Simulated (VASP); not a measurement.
## As: relaxation of cell and atoms with RPBE+D3(BJ)

As:

```
CELL_PARAMETERS angstrom
1.88080 1.08588 3.51406
-1.88080 1.08588 3.51406
0.00000 -2.17176 3.51406
ATOMIC_POSITIONS crystal
As 0.22600 0.22600 0.22600
As 0.77400 0.77400 0.77400
```

```json
{
 "Program": "VASP 6.6.1",
 "Task": "relaxation of cell and atoms",
 "Functional": "RPBE",
 "Dispersion": "D3(BJ)",
 "Potentials or basis": "VASP PAW PBE potentials, release 64 (As)",
 "Cutoff": "600 eV",
 "k mesh": "9 × 9 × 9",
 "Occupations": "fermi-dirac, width 0.05 eV",
 "Spin": "no spin polarisation",
 "Dipole correction": "no",
 "Further INCAR settings": "ALGO = Normal; EDIFF = 1e-06; IBRION = 2; EDIFFG = -0.01; NSW = 60; ISIF = 3"
}
```

The relaxed volume is 16.67 Å³/atom. The relaxed cell is a = 3.630 Å, b = 3.630 Å, c = 3.630 Å, α = 59.39°, β = 59.39°, γ = 59.39°, the space group after relaxing (to 0.05 Å) is R-3m (No. 166) and the energy gained by relaxing is 296.0 meV/atom. The ionic steps are 19. The pressure after relaxing is 0.0 GPa, the band gap on the k mesh is zero (band 5 reaches 8.46 eV, above the bottom of band 6 at 7.77 eV) and the dispersion energy per atom is -2.364 eV.

Forces on the atoms (eV/Å):
```
As   0.000  0.000  0.003
As   0.000  0.000 -0.003
```

Step by step:
```tsv
step	energy change (eV)	largest force (eV/Å)	pressure (GPa)	volume (Å³)
1	0.0000	0.7532	-10.73	43.06
2	-0.3220	2.1935	5.22	34.69
3	-0.3260	2.0430	3.26	35.33
4	-0.5318	0.6422	5.40	32.65
5	-0.5371	0.4890	6.46	32.11
6	-0.5538	0.1027	-4.46	34.82
7	-0.5707	0.1133	-0.28	33.65
8	-0.5747	0.0813	-0.18	33.58
9	-0.5844	0.0015	0.19	33.37
10	-0.5888	0.0223	1.18	32.91
11	-0.5910	0.0320	0.79	33.09
12	-0.5892	0.0556	-1.50	33.72
13	-0.5916	0.0425	-0.01	33.31
14	-0.5916	0.0426	-0.03	33.31
15	-0.5918	0.0255	0.03	33.31
16	-0.5919	0.0074	0.11	33.31
17	-0.5920	0.0049	-0.19	33.41
18	-0.5920	0.0057	-0.09	33.37
19	-0.5920	0.0025	0.03	33.35
```

Final structure:
```xyz
2
Lattice="1.7981 1.0381 2.9773 -1.7981 1.0381 2.9773 0.0000 -2.0763 2.9773" Properties=species:S:1:pos:R:3 pbc="T T T"
As    0.0000    0.0000    2.1874
As    0.0000    0.0000    6.7444
```

Levels at points of the mesh, in eV from the Fermi level:
| k point | band 3 | band 4 | band 5 | band 6 | band 7 | band 8 |
| --- | --- | --- | --- | --- | --- | --- |
| (0.00, 0.00, 0.00) | -2.40 | -2.22 | -2.22 | 4.39 | 4.62 | 4.62 |

Wall time 4.6 min on 1 thread of Intel(R) Xeon(R) Platinum 8488C (Sapphire Rapids), on a shared host, peak memory 0.24 GiB.

Caveat: the volume moved by over 15 % at a fixed basis, so the end points are rough; the PAW data sets were made with another functional, which shifts forces and pressure a little; the volume moved by -23 % from the deposited cell, more than functionals usually miss; pairwise dispersion overbinds metals, which lowers pressure and volume.
